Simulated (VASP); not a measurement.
# Zr in VASP: single point with PBE

Aim: the single point of Zr with PBE.

Everything below comes from runs of VASP 6.6.1. Logs are shortened: lines on timing, memory, paths and dates and some standing lists are left out, and cuts for length are marked.

**1. The cell of the first run**

The cell holds a slab with vacuum, 4 atoms: a = 3.231 Å, b = 5.175 Å, c = 19.731 Å, α = 90.00°, β = 90.00°, γ = 90.00°.

**2. Single point, PBE**

INCAR

```
PREC = Accurate ; ENCUT = 520
EDIFF = 1E-7 ; ISMEAR = -1
SIGMA = 0.08 ; LREAL = False
LASPH = True ; NELM = 80
ALGO = Normal ; ISIF = 2
LWAVE = False ; LCHARG = True
LDIPOL = True ; IDIPOL = 3
DIPOL = 0.5 0.5 0.500 ; GGA = PE
LELF = True ; LVHAR = True
LVACPOTAV = True ; NBANDS = 32
```

KPOINTS

```
regular mesh
0
Gamma
  13 8 1
```

POSCAR

```
Zr
1.0
    3.2310992950      0.0000000000      0.0000000000
    0.0000000000      5.1751358144      0.0000000000
    0.0000000000      0.0000000000     19.7310000000
Zr
4
Direct
    0.0000000000      0.7500000000      0.4296295809
    0.5000000000      0.2500000000      0.4445768506
    0.5000000000      0.7500000000      0.5554231387
    0.0000000000      0.2500000000      0.5703704298
```

Potentials or basis: VASP PAW PBE potentials, release 64 (Zr_sv).

Run with:

```
cat potpaw_PBE.64/Zr_sv/POTCAR > POTCAR
mpirun -np 1 vasp_std > vasp.out
```

OUTCAR:

```text
PREC = Accurate
   ENCUT = 520
   EDIFF = 1E-7
   ISMEAR = -1
   LREAL = False
   LASPH = True
   NELM = 80
   ISIF = 2
   GGA = PE

 ion  position               nearest neighbor table
   1  0.000  0.750  0.430-   3 2.96   3 2.96   2 3.06   2 3.06   2 3.06   2 3.06   4 3.80   4 3.80

   2  0.500  0.250  0.445-   4 2.96   4 2.96   1 3.06   1 3.06   1 3.06   1 3.06   3 3.39   3 3.39

   3  0.500  0.750  0.555-   1 2.96   1 2.96   4 3.06   4 3.06   4 3.06   4 3.06   2 3.39   2 3.39

   4  0.000  0.250  0.570-   2 2.96   2 2.96   3 3.06   3 3.06   3 3.06   3 3.06   1 3.80   1 3.80

  LATTYP: Found a simple orthorhombic cell.
 ALAT       =     3.2310992950
 B/A-ratio  =     1.6016641217
 C/A-ratio  =     6.1065904197

  Lattice vectors:

 A1 = (   3.2310992950,   0.0000000000,   0.0000000000)
 A2 = (   0.0000000000,   5.1751358144,   0.0000000000)
 A3 = (   0.0000000000,   0.0000000000,  19.7310000000)

Analysis of symmetry for initial positions (statically):
=====================================================================
 Subroutine PRICEL returns:
 Original cell was already a primitive cell.

 Routine SETGRP: Setting up the symmetry group for a
 simple orthorhombic supercell.

 Subroutine GETGRP returns: Found  8 space group operations
 (whereof  4 operations were pure point group operations)
 out of a pool of  8 trial point group operations.

The static configuration has the point symmetry C_2h.
 The point group associated with its full space group is D_2h.

Analysis of symmetry for dynamics (positions and initial velocities):
=====================================================================
 Subroutine PRICEL returns:
 Original cell was already a primitive cell.

 Routine SETGRP: Setting up the symmetry group for a
 simple orthorhombic supercell.

 Subroutine GETGRP returns: Found  8 space group operations
 (whereof  4 operations were pure point group operations)
 out of a pool of  8 trial point group operations.

The dynamic configuration has the point symmetry C_2h.
 The point group associated with its full space group is D_2h.

 Subroutine INISYM returns: Found  8 space group operations
 (whereof  4 operations are pure point group operations),
 and found     1 'primitive' translations

----------------------------------------------------------------------------------------

                                     Primitive cell

  volume of cell :     329.9295

  direct lattice vectors                    reciprocal lattice vectors
     3.231099295  0.000000000  0.000000000     0.309492191  0.000000000  0.000000000
     0.000000000  5.175135814  0.000000000     0.000000000  0.193231644  0.000000000
     0.000000000  0.000000000 19.731000000     0.000000000  0.000000000  0.050681668

  length of vectors
     3.231099295  5.175135814 19.731000000     0.309492191  0.193231644  0.050681668

  position of ions in fractional coordinates (direct lattice)
     0.000000000  0.750000000  0.429629581
     0.500000000  0.250000000  0.444576851
     0.500000000  0.750000000  0.555423139
     0.000000000  0.250000000  0.570370430

  ion indices of the primitive-cell ions
   primitive index   ion index
                 1           1
                 2           2
                 3           3
                 4           4

----------------------------------------------------------------------------------------

 KPOINTS: regular mesh

Automatic generation of k-mesh.
 Grid dimensions read from file:
 generate k-points for:   13    8    1

 Generating k-lattice:

  Cartesian coordinates                     Fractional coordinates (reciprocal lattice)
     0.023807092  0.000000000  0.000000000     0.076923077  0.000000000  0.000000000
     0.000000000  0.024153955  0.000000000     0.000000000  0.125000000  0.000000000
     0.000000000  0.000000000  0.050681668     0.000000000  0.000000000  1.000000000

  Length of vectors
     0.023807092  0.024153955  0.050681668

  Shift w.r.t. Gamma in fractional coordinates (k-lattice)
     0.000000000  0.000000000  0.000000000

 Subroutine IBZKPT returns following result:
 ===========================================

 Found     35 irreducible k-points:

 Following reciprocal coordinates:
            Coordinates               Weight
  0.000000  0.000000  0.000000      1.000000
  0.076923  0.000000  0.000000      2.000000
  0.153846  0.000000  0.000000      2.000000
  0.230769  0.000000  0.000000      2.000000
  0.307692  0.000000  0.000000      2.000000
  0.384615  0.000000  0.000000      2.000000
[... 16 lines left out ...]
  0.076923  0.375000  0.000000      4.000000
  0.153846  0.375000  0.000000      4.000000
 [... further k-points ...]
   k-points           NKPTS =     35   k-points in BZ     NKDIM =     35   number of bands    NBANDS=     32
   number of dos      NEDOS =    301   number of ions     NIONS =      4
   total plane-waves  NPLWV = 144000
   dimension x,y,z NGX =    24 NGY =   40 NGZ =  150
   dimension x,y,z NGXF=    48 NGYF=   80 NGZF=  300
   ions per type =               4
   NGX,Y,Z   is equivalent  to a cutoff of  12.35, 12.85, 12.64 a.u.
   NGXF,Y,Z  is equivalent  to a cutoff of  24.70, 25.70, 25.28 a.u.
 SYSTEM =  unknown system
   PREC   = accura    normal or accurate (medium, high low for compatibility)
   ISTART =      0    job   : 0-new  1-cont  2-samecut
   ICHARG =      2    charge: 1-file 2-atom 10-const
   ISPIN  =      1    spin polarized calculation?
   LNONCOLLINEAR =      F non collinear calculations
   LSORBIT =      F    spin-orbit coupling
   LASPH  =      T    aspherical Exc in radial PAW
   ENCUT  =  520.0 eV  38.22 Ry    6.18 a.u.   6.01  9.62 36.69*2*pi/ulx,y,z
   NELM   =     80;   NELMIN=  2; NELMDL= -5     # of ELM steps
   EDIFF  = 0.1E-06   stopping-criterion for ELM
   LREAL  =      F    real-space projection
   EDIFFG = 0.1E-05   stopping-criterion for IOM
   NSW    =      0    number of steps for IOM
   IBRION =     -1    ionic relax: 0-MD 1-quasi-New 2-CG
   NFREE  =      0    steps in history (QN), initial steepest desc. (CG)
   ISIF   =      2    stress and relaxation
   ISYM   =      2    0-nonsym 1-usesym 2-fastsym
   POTIM  = 0.5000    time-step for ionic-motion
   TEBEG  =    0.0;   TEEND  =   0.0 temperature during run
   PSTRESS=    0.0 pullay stress
   NELECT =      48.0000    total number of electrons
   NUPDOWN=      -1.0000    fix difference up-down
   EMIN   =  10.00;   EMAX   =-10.00  energy-range for DOS
   EFERMI =   0.00;   METHOD = LEGACY
   ISMEAR =    -1;   SIGMA  =   0.08  broadening in eV -4-tet -1-fermi 0-gaus
   EFERMI_NEDOS =   21; number of points for ismear=-14 and -15
   IALGO  =     38    algorithm
   IMIX   =      4    mixing-type and parameters
     AMIX     =   0.40;   BMIX     =  1.00
     AMIX_MAG =   1.60;   BMIX_MAG =  1.00
  volume/ion in A,a.u.               =      82.48       556.62
  Fermi-wavevector in a.u.,A,eV,Ry     =   0.861023  1.627098 10.086828  0.741361
  Thomas-Fermi vector in A             =   1.978615
   LORBIT       =      0    0 simple, 1 ext, 2 COOP (PROOUT), +10 PAW based schemes
   GGA     = PE    functional components
   LHFCALC =     F    Hartree Fock is set to
   AEXX    =    0.0000 exact exchange contribution
   IVDW    =     0    specifies the selected vdW correction
   LEPSILON=     F    determine dielectric tensor
   LRPA    =     F    only Hartree local field effects (RPA)
 non-spin polarized calculation
  energy-cutoff  :      520.00
  volume of cell :      329.93
 maximum number of plane-waves:      8935
   NGX = 13   NGY = 19   NGZ = 73

 dipolmoment           0.000000      0.000000     -0.000000 electrons x Angstroem

 number of electron      47.9999999 magnetization

 dipolmoment           0.000000      0.000000      0.000002 electrons x Angstroem

 Free energy of the ion-electron system (eV)
  ---------------------------------------------------
  ext. energy  EPLUGINS =         0.00000000
  ---------------------------------------------------
  free energy    TOTEN  =       -30.70966511 eV

  energy without entropy =      -30.55609491  energy(sigma->0) =      -30.63288001

 E-fermi :  -0.3927     XC(G=0):  -4.0263

 val. band max:       -0.3953411261   @ k =   0.3077   0.3750   0.0000
 cond. band min:      -0.3905732117   @ k =   0.3077   0.3750   0.0000
 fundamental gap:      0.0047679144
 Fermi energy:        -0.3926651219

 k-point     1 :       0.0000    0.0000    0.0000
  band No.  band energies     occupation
      1     -49.0786      2.00000
      2     -48.9926      2.00000
      3     -48.8358      2.00000
      4     -48.7783      2.00000
      5     -27.6257      2.00000
      6     -27.4839      2.00000
[... 24 lines left out ...]
     31       1.9217      0.00000
     32       1.9291      0.00000

 k-point     2 :       0.0769    0.0000    0.0000
  band No.  band energies     occupation
      1     -49.0727      2.00000
      2     -48.9900      2.00000
      3     -48.8335      2.00000
      4     -48.7794      2.00000
      5     -27.6076      2.00000
      6     -27.4743      2.00000
[... 24 lines left out ...]
     31       1.7999      0.00000
     32       1.9398      0.00000

 k-point     3 :       0.1538    0.0000    0.0000
  band No.  band energies     occupation
      1     -49.0560      2.00000
      2     -48.9827      2.00000
      3     -48.8272      2.00000
      4     -48.7828      2.00000
      5     -27.5547      2.00000
      6     -27.4480      2.00000
[... 24 lines left out ...]
     31       2.0096      0.00000
     32       2.1415      0.00000

 k-point     4 :       0.2308    0.0000    0.0000
  band No.  band energies     occupation
      1     -49.0309      2.00000
      2     -48.9723      2.00000
      3     -48.8183      2.00000
      4     -48.7891      2.00000
      5     -27.4706      2.00000
      6     -27.4142      2.00000
[... 24 lines left out ...]
     31       2.2139      0.00000
     32       2.3797      0.00000

 k-point     5 :       0.3077    0.0000    0.0000
  band No.  band energies     occupation
      1     -49.0014      2.00000
      2     -48.9613      2.00000
      3     -48.8089      2.00000
      4     -48.7986      2.00000
      5     -27.3909      2.00000
      6     -27.3612      2.00000
[... 584 lines left out ...]
     31       2.3227      0.00000
     32       2.6612      0.00000

 k-point    22 :       0.0000    0.3750    0.0000
  band No.  band energies     occupation
      1     -49.0351      2.00000
      2     -48.9961      2.00000
      3     -48.8424      2.00000
      4     -48.8143      2.00000
      5     -27.4396      2.00000
      6     -27.3758      2.00000
[... 24 lines left out ...]
     31       1.2123      0.00000
     32       1.5698      0.00000

 k-point    23 :       0.0769    0.3750    0.0000
  band No.  band energies     occupation
      1     -49.0307      2.00000
      2     -48.9933      2.00000
      3     -48.8402      2.00000
      4     -48.8137      2.00000
      5     -27.4319      2.00000
      6     -27.3776      2.00000
[... 24 lines left out ...]
     31       1.3378      0.00000
     32       1.6094      0.00000

 k-point    24 :       0.1538    0.3750    0.0000
  band No.  band energies     occupation
      1     -49.0183      2.00000
      2     -48.9858      2.00000
      3     -48.8340      2.00000
      4     -48.8124      2.00000
      5     -27.4129      2.00000
      6     -27.3885      2.00000
[... 24 lines left out ...]
     31       1.6528      0.00000
     32       1.6903      0.00000

 [... further k-points ...]
[... 5 lines left out ...]
  --------------------------------------------------------------------------------------
  -------------------------------------------------------------------------------------
  Total       -1.0942424      0.3297503      0.0056553      0.0000000      0.0000000      0.0000000
  in kB       -5.3137729      1.6013070      0.0274626      0.0000000      0.0000000      0.0000000
  external PRESSURE =      -1.2283344 kB  Pullay stress =       0.0000000 kB

 VOLUME and BASIS-vectors are now :
 -----------------------------------------------------------------------------
  energy-cutoff  :      520.00
  volume of cell :      329.93
      direct lattice vectors                 reciprocal lattice vectors
     3.231099295  0.000000000  0.000000000     0.309492191  0.000000000  0.000000000
     0.000000000  5.175135814  0.000000000     0.000000000  0.193231644  0.000000000
     0.000000000  0.000000000 19.731000000     0.000000000  0.000000000  0.050681668

 POSITION                                       TOTAL-FORCE (eV/Angst)
 -----------------------------------------------------------------------------------
      0.00000      3.88135      8.47702         0.000000     -0.000000     -0.012332
      1.61555      1.29378      8.77195         0.000000     -0.000000     -0.004141
      1.61555      3.88135     10.95905         0.000000      0.000000      0.004141
      0.00000      1.29378     11.25398        -0.000000     -0.000000      0.012332
 -----------------------------------------------------------------------------------
    total drift:                                0.000000     -0.000000      0.000630

  FREE ENERGIE OF THE ION-ELECTRON SYSTEM (eV)
  ---------------------------------------------------
  free  energy   TOTEN  =       -30.7096651099 eV

  energy  without entropy=      -30.5560949097  energy(sigma->0) =      -30.63288001

 vacuum level on the upper side and lower side of the slab         3.793         3.793
```

It took 5.8 min on 1 thread of AMD EPYC 9R45 (Zen 5), shared host; peak memory 0.5 GiB.

What came out:

| Property | Result |
| --- | --- |
| Free energy | -30.7097 eV |
| Largest force | 0.012 eV/Å |
| Band gap on the k mesh | zero (bands 24 and 25 overlap by 0.66 eV) |

Forces in eV/Å, atoms in the order of the input:
```
Zr   0.000  0.000 -0.012
Zr   0.000  0.000 -0.004
Zr   0.000  0.000  0.004
Zr   0.000  0.000  0.012
```

Levels at points of the mesh, in eV from the Fermi level:
| k point | band 21 | band 22 | band 23 | band 24 | band 25 | band 26 | band 27 | band 28 |
| --- | --- | --- | --- | --- | --- | --- | --- | --- |
| (0.00, 0.00, 0.00) | -2.11 | -0.26 | 0.13 | 0.38 | 0.62 | 0.93 | 1.08 | 1.29 |
| (0.00, 0.50, 0.00) | -0.84 | -0.84 | -0.25 | -0.25 | 0.51 | 0.51 | 1.32 | 1.32 |
